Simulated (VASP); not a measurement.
A run of VASP 6.6.1:

The input INCAR:

```
SYSTEM = Hg
PREC = Accurate ; ENCUT = 520
EDIFF = 1E-6 ; ISMEAR = -1
SIGMA = 0.1 ; LREAL = .False.
LASPH = .True. ; NELM = 80
ALGO = Normal ; ISIF = 2
LWAVE = .False. ; LCHARG = .False.
GGA = CA ; NBANDS = 19
```

File KPOINTS:

```
regular mesh
0
Gamma
  12 12 12
  0 0 0
```

File POSCAR:

```
Hg
1.0
    0.0000000000      3.0861637414      3.0861637414
    3.0861637414      0.0000000000      3.0861637414
    3.0861637414      3.0861637414      0.0000000000
Hg
2
Direct
   -0.1250000000     -0.1250000000     -0.1250000000
    0.1250000000      0.1250000000      0.1250000000
```

Potentials or basis: VASP PAW LDA potentials, release 64 (Hg).

Launch:

```console
$ cat potpaw_LDA.64/Hg/POTCAR > POTCAR
$ mpirun -np 1 vasp_std > vasp.out
```

Hardware: 1 thread of Intel(R) Xeon(R) 6975P-C (Granite Rapids) (shared host).

Q: How long does it take, and how much memory?

A: Run time: 18 s on 1 thread of Intel(R) Xeon(R) 6975P-C (Granite Rapids) (shared host), peak memory 0.19 GiB. Counts: scf iterations 11, k points 72.
